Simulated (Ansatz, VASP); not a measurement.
# Two plane-wave programs on Zn

```
CELL_PARAMETERS angstrom
2.59661 0.00000 0.00000
-1.29830 2.24873 0.00000
0.00000 0.00000 4.98342
ATOMIC_POSITIONS crystal
Zn 0.33333 0.66667 0.25000
Zn 0.66667 0.33333 0.75000
```

Alike in both runs: functional r2SCAN; k mesh 18 × 18 × 10; occupations fermi-dirac, width 0.15 eV; no spin polarisation.

Ansatz relaxed the structure, and its values are those at the end. VASP's run is a single point on that final structure, the one shown.

```csv
,VASP,Ansatz
version,VASP 6.6.1,Ansatz 0.2.0
potentials or method,"VASP PAW PBE potentials, release 64 (Zn), cutoff 520 eV","scalar-relativistic, plane waves, PAW"
valence electrons in the cell,24,24
```

|  | VASP | Ansatz | Ansatz less VASP |
| --- | --- | --- | --- |
| gap on the k mesh at the Fermi level (eV) | none | none | - |
| pressure (GPa) | 0.5 | 0.0 | -0.52 |

VASP's potentials were made for PBE, not for r2SCAN. A gap of «none» marks a metal or a gap that the smearing closes.
